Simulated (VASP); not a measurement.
# Si (I4/mmm) in VASP: a series of runs

The runs below take Si through single point, with revPBE, r2SCAN.

All numbers are computed with VASP 6.6.1; they aren't measurements. Logs are shortened: lines on timing, memory, paths and dates and some standing lists are left out, and cuts for length are marked.

**1. The cell of the first run**

The structure is tetragonal, space group I4/mmm (No. 139). The conventional cell has a = 3.254 Å, b = 3.254 Å, c = 2.641 Å, α = 90.00°, β = 90.00°, γ = 90.00°. Within 3.5 Å of Si (site symmetry 4/mmm) lie 14 Si at 2.64 to 3.25 Å.

**2. Single point, revPBE**

Contents of INCAR:

```
  ALGO = Normal
  EDIFF = 1E-7
  ENCUT = 520
  GGA = RE
  ISIF = 2
  ISMEAR = -1
  LASPH = T
  LCHARG = F
  LREAL = F
  LWAVE = F
  NBANDS = 8
  NELM = 100
  PREC = Accurate
  SIGMA = 0.2
```

Contents of KPOINTS:

```
k-points
0
Gamma
  9 9 9
```

Contents of POSCAR:

```
Si
1.0
   -1.6269150000      1.6269150000      1.3203300000
    1.6269150000     -1.6269150000      1.3203300000
    1.6269150000      1.6269150000     -1.3203300000
Si
1
Direct
    0.0000000000      0.0000000000      0.0000000000
```

Potentials or basis: VASP PAW PBE potentials, release 64 (Si).

Command:

```bash
cat potpaw_PBE.64/Si/POTCAR > POTCAR
mpirun -np 1 vasp_std > vasp.out
```

OUTCAR:

```text
EDIFF = 1E-7
   ENCUT = 520
   GGA = RE
   ISIF = 2
   ISMEAR = -1
   LASPH = T
   LREAL = F
   NELM = 100
   PREC = Accurate

 ion  position               nearest neighbor table
   1  0.000  0.000  0.000-

  LATTYP: Found a body centered tetragonal cell.
 ALAT       =     3.2538300000
 C/A-ratio  =     0.8115543836

  Lattice vectors:

 A1 = (  -1.6269150000,   1.6269150000,   1.3203300000)
 A2 = (   1.6269150000,  -1.6269150000,   1.3203300000)
 A3 = (   1.6269150000,   1.6269150000,  -1.3203300000)

Analysis of symmetry for initial positions (statically):
=====================================================================
 Subroutine PRICEL returns:
 Original cell was already a primitive cell.

 Routine SETGRP: Setting up the symmetry group for a
 body centered tetragonal supercell.

 Subroutine GETGRP returns: Found 16 space group operations
 (whereof 16 operations were pure point group operations)
 out of a pool of 16 trial point group operations.

The static configuration has the point symmetry D_4h.

Analysis of symmetry for dynamics (positions and initial velocities):
=====================================================================
 Subroutine PRICEL returns:
 Original cell was already a primitive cell.

 Routine SETGRP: Setting up the symmetry group for a
 body centered tetragonal supercell.

 Subroutine GETGRP returns: Found 16 space group operations
 (whereof 16 operations were pure point group operations)
 out of a pool of 16 trial point group operations.

The dynamic configuration has the point symmetry D_4h.

 Subroutine INISYM returns: Found 16 space group operations
 (whereof 16 operations are pure point group operations),
 and found     1 'primitive' translations

----------------------------------------------------------------------------------------

                                     Primitive cell

  volume of cell :      13.9789

  direct lattice vectors                    reciprocal lattice vectors
    -1.626915000  1.626915000  1.320330000     0.000000000  0.307330131  0.378693205
     1.626915000 -1.626915000  1.320330000     0.307330131  0.000000000  0.378693205
     1.626915000  1.626915000 -1.320330000     0.307330131  0.307330131  0.000000000

  length of vectors
     2.652729942  2.652729942  2.652729942     0.487709292  0.487709292  0.434630439

  position of ions in fractional coordinates (direct lattice)
     0.000000000  0.000000000  0.000000000

  ion indices of the primitive-cell ions
   primitive index   ion index
                 1           1

----------------------------------------------------------------------------------------

 KPOINTS: k-points

Automatic generation of k-mesh.
 Grid dimensions read from file:
 generate k-points for:    9    9    9

 Generating k-lattice:

  Cartesian coordinates                     Fractional coordinates (reciprocal lattice)
     0.000000000  0.034147792  0.042077023     0.111111111  0.000000000  0.000000000
     0.034147792  0.000000000  0.042077023     0.000000000  0.111111111  0.000000000
     0.034147792  0.034147792  0.000000000     0.000000000  0.000000000  0.111111111

  Length of vectors
     0.054189921  0.054189921  0.048292271

  Shift w.r.t. Gamma in fractional coordinates (k-lattice)
     0.000000000  0.000000000  0.000000000

 Subroutine IBZKPT returns following result:
 ===========================================

 Found     75 irreducible k-points:

 Following reciprocal coordinates:
            Coordinates               Weight
  0.000000  0.000000  0.000000      1.000000
  0.111111 -0.000000  0.000000      8.000000
  0.222222  0.000000 -0.000000      8.000000
  0.333333  0.000000  0.000000      8.000000
  0.444444  0.000000 -0.000000      8.000000
  0.111111  0.111111  0.000000      8.000000
[... 16 lines left out ...]
 -0.333333  0.333333  0.000000      4.000000
  0.444444  0.444444 -0.000000      8.000000
 [... further k-points ...]
   k-points           NKPTS =     75   k-points in BZ     NKDIM =     75   number of bands    NBANDS=      8
   number of dos      NEDOS =    301   number of ions     NIONS =      1
   total plane-waves  NPLWV =   8000
   dimension x,y,z NGX =    20 NGY =   20 NGZ =   20
   dimension x,y,z NGXF=    40 NGYF=   40 NGZF=   40
   ions per type =               1
   NGX,Y,Z   is equivalent  to a cutoff of  12.53, 12.53, 12.53 a.u.
   NGXF,Y,Z  is equivalent  to a cutoff of  25.07, 25.07, 25.07 a.u.
 SYSTEM =  unknown system
   PREC   = accura    normal or accurate (medium, high low for compatibility)
   ISTART =      0    job   : 0-new  1-cont  2-samecut
   ICHARG =      2    charge: 1-file 2-atom 10-const
   ISPIN  =      1    spin polarized calculation?
   LNONCOLLINEAR =      F non collinear calculations
   LSORBIT =      F    spin-orbit coupling
   LASPH  =      T    aspherical Exc in radial PAW
   ENCUT  =  520.0 eV  38.22 Ry    6.18 a.u.   4.93  4.93  4.93*2*pi/ulx,y,z
   NELM   =    100;   NELMIN=  2; NELMDL= -5     # of ELM steps
   EDIFF  = 0.1E-06   stopping-criterion for ELM
   LREAL  =      F    real-space projection
   EDIFFG = 0.1E-05   stopping-criterion for IOM
   NSW    =      0    number of steps for IOM
   IBRION =     -1    ionic relax: 0-MD 1-quasi-New 2-CG
   NFREE  =      0    steps in history (QN), initial steepest desc. (CG)
   ISIF   =      2    stress and relaxation
   ISYM   =      2    0-nonsym 1-usesym 2-fastsym
   POTIM  = 0.5000    time-step for ionic-motion
   TEBEG  =    0.0;   TEEND  =   0.0 temperature during run
   PSTRESS=    0.0 pullay stress
   NELECT =       4.0000    total number of electrons
   NUPDOWN=      -1.0000    fix difference up-down
   EMIN   =  10.00;   EMAX   =-10.00  energy-range for DOS
   EFERMI =   0.00;   METHOD = LEGACY
   ISMEAR =    -1;   SIGMA  =   0.20  broadening in eV -4-tet -1-fermi 0-gaus
   EFERMI_NEDOS =   21; number of points for ismear=-14 and -15
   IALGO  =     38    algorithm
   IMIX   =      4    mixing-type and parameters
     AMIX     =   0.40;   BMIX     =  1.00
     AMIX_MAG =   1.60;   BMIX_MAG =  1.00
  volume/ion in A,a.u.               =      13.98        94.33
  Fermi-wavevector in a.u.,A,eV,Ry     =   1.078791  2.038620 15.834333  1.163791
  Thomas-Fermi vector in A             =   2.214739
   LORBIT       =      0    0 simple, 1 ext, 2 COOP (PROOUT), +10 PAW based schemes
   GGA     = RE    functional components
   LHFCALC =     F    Hartree Fock is set to
   AEXX    =    0.0000 exact exchange contribution
   IVDW    =     0    specifies the selected vdW correction
   LEPSILON=     F    determine dielectric tensor
   LRPA    =     F    only Hartree local field effects (RPA)
 non-spin polarized calculation
  energy-cutoff  :      520.00
  volume of cell :       13.98
 maximum number of plane-waves:       389
   NGX =  9   NGY =  9   NGZ =  9

 number of electron       3.9999999 magnetization

 Free energy of the ion-electron system (eV)
  ---------------------------------------------------
  ext. energy  EPLUGINS =         0.00000000
  ---------------------------------------------------
  free energy    TOTEN  =        -4.74241318 eV

  energy without entropy =       -4.69037118  energy(sigma->0) =       -4.71639218

 E-fermi :  10.5580     XC(G=0): -11.3161

 val. band max:       10.3926039507   @ k =   0.4444   0.2222   0.1111
 cond. band min:      10.5632435435   @ k =  -0.2222   0.4444   0.2222
 fundamental gap:      0.1706395928
 Fermi energy:        10.5580476437

 k-point     1 :       0.0000    0.0000    0.0000
  band No.  band energies     occupation
      1      -4.1092      2.00000
      2      20.1632      0.00000
      3      20.8667      0.00000
      4      20.8667      0.00000
      5      23.6071      0.00000
      6      24.6817      0.00000
      7      25.8445      0.00000
      8      25.8445      0.00000

 k-point     2 :       0.1111   -0.0000    0.0000
  band No.  band energies     occupation
      1      -3.6823      2.00000
      2      18.2027      0.00000
      3      19.8482      0.00000
      4      20.8183      0.00000
      5      22.5365      0.00000
      6      24.8585      0.00000
      7      24.9069      0.00000
      8      26.1739      0.00000

 k-point     3 :       0.2222    0.0000   -0.0000
  band No.  band energies     occupation
      1      -2.4071      2.00000
      2      15.6846      0.00000
      3      16.6154      0.00000
      4      18.5244      0.00000
      5      20.4783      0.00000
      6      23.0202      0.00000
      7      27.9243      0.00000
      8      28.0401      0.00000

 k-point     4 :       0.3333    0.0000    0.0000
  band No.  band energies     occupation
      1      -0.2997      2.00000
      2      10.7078      0.64220
      3      15.7420      0.00000
      4      17.6632      0.00000
      5      18.3619      0.00000
      6      21.1968      0.00000
      7      28.3436      0.00000
      8      32.2576      0.00000

 k-point     5 :       0.4444    0.0000   -0.0000
  band No.  band energies     occupation
      1       2.6091      2.00000
      2       6.3188      2.00000
      3      15.4932      0.00000
      4      17.0798      0.00000
      5      17.3056      0.00000
      6      20.1260      0.00000
      7      29.1776      0.00000
      8      32.5624      0.00000
[... 177 lines left out ...]
 k-point    22 :      -0.4444    0.3333   -0.0000
  band No.  band energies     occupation
      1       0.3031      2.00000
      2       6.2784      2.00000
      3      16.8100      0.00000
      4      19.6229      0.00000
      5      23.1998      0.00000
      6      24.9463      0.00000
      7      27.8451      0.00000
      8      29.1057      0.00000

 k-point    23 :      -0.3333    0.3333    0.0000
  band No.  band energies     occupation
      1      -1.0990      2.00000
      2       7.7765      2.00000
      3      20.3686      0.00000
      4      22.1956      0.00000
      5      22.6998      0.00000
      6      22.7335      0.00000
      7      26.7017      0.00000
      8      26.8782      0.00000

 k-point    24 :       0.4444    0.4444   -0.0000
  band No.  band energies     occupation
      1       2.4398      2.00000
      2       3.5367      2.00000
      3      16.5218      0.00000
      4      19.4147      0.00000
      5      24.2046      0.00000
      6      24.8214      0.00000
      7      26.7433      0.00000
      8      29.6922      0.00000

 [... further k-points ...]
[... 5 lines left out ...]
  --------------------------------------------------------------------------------------
  -------------------------------------------------------------------------------------
  Total        0.3703851      0.3703851      0.3872286      0.0000000     -0.0000000      0.0000000
  in kB       42.4513895     42.4513895     44.3818858      0.0000000     -0.0000000      0.0000000
  external PRESSURE =      43.0948883 kB  Pullay stress =       0.0000000 kB

 VOLUME and BASIS-vectors are now :
 -----------------------------------------------------------------------------
  energy-cutoff  :      520.00
  volume of cell :       13.98
      direct lattice vectors                 reciprocal lattice vectors
    -1.626915000  1.626915000  1.320330000     0.000000000  0.307330131  0.378693205
     1.626915000 -1.626915000  1.320330000     0.307330131  0.000000000  0.378693205
     1.626915000  1.626915000 -1.320330000     0.307330131  0.307330131  0.000000000

 POSITION                                       TOTAL-FORCE (eV/Angst)
 -----------------------------------------------------------------------------------
      0.00000      0.00000      0.00000         0.000000     -0.000000      0.000000
 -----------------------------------------------------------------------------------
    total drift:                                0.000000      0.000000      0.000000

  FREE ENERGIE OF THE ION-ELECTRON SYSTEM (eV)
  ---------------------------------------------------
  free  energy   TOTEN  =        -4.7424131751 eV

  energy  without entropy=       -4.6903711825  energy(sigma->0) =       -4.71639218
```

It took 4.1 s on 1 thread of AMD EPYC 7R13 (Zen 3), shared host; peak memory 0.09 GiB.

Results:

```
Free energy            : -4.7424 eV
Pressure               : 4.3 GPa
Band gap on the k mesh : zero (band 2 reaches 20.16 eV, above the bottom of band 3 at 7.35 eV)
```

Stress tensor (GPa, compression positive):
```
4.25 0.00 0.00
0.00 4.25 0.00
0.00 0.00 4.44
```

Caveat: the PAW data sets were made with another functional, which shifts forces and pressure a little.

**3. Single point, r2SCAN**

POSCAR is that of step 2.

Contents of INCAR.step1:

```
PREC = Accurate
ENCUT = 520
ISMEAR = -1
SIGMA = 0.2
LREAL = False
LASPH = True
NELM = 80
NBANDS = 8
GGA = PE
ALGO = Normal
EDIFF = 1E-4
LWAVE = True
LCHARG = False
```

Contents of INCAR.step2:

```
PREC = Accurate
ENCUT = 520
EDIFF = 1E-6
ISMEAR = -1
SIGMA = 0.2
LREAL = False
LASPH = True
NELM = 80
ALGO = Normal
ISIF = 2
LWAVE = False
LCHARG = True
METAGGA = R2SCAN
LMIXTAU = True
LELF = True
LVHAR = True
NBANDS = 8
ISTART = 1
```

Contents of KPOINTS:

```
Automatic mesh
0
Gamma
  9 9 9
```

Potentials or basis: VASP PAW PBE potentials, release 64 (Si).

Command:

```bash
cat potpaw_PBE.64/Si/POTCAR > POTCAR
cp INCAR.step1 INCAR
mpirun -np 1 vasp_std > vasp.out
cp INCAR.step2 INCAR
mpirun -np 1 vasp_std > vasp.out
```

It took 19 s on 1 thread of AMD EPYC 7R13 (Zen 3), shared host; peak memory 0.09 GiB.

Results (log left out):

```
Free energy            : -8.1303 eV
Pressure               : 0.3 GPa
Band gap on the k mesh : zero (band 2 reaches 20.71 eV, above the bottom of band 3 at 7.08 eV)
```

Stress tensor (GPa, compression positive):
```
 1.16  0.00  0.00
 0.00  1.16  0.00
 0.00  0.00 -1.37
```

Levels at points of the mesh, in eV from the Fermi level:
| k point | band 1 | band 2 | band 3 | band 4 | band 5 | band 6 |
| --- | --- | --- | --- | --- | --- | --- |
| (0.00, 0.00, 0.00) | -15.57 | 10.19 | 10.95 | 10.95 | 13.99 | 15.14 |

Caveat: the PAW data sets were made with another functional, which shifts forces and pressure a little.
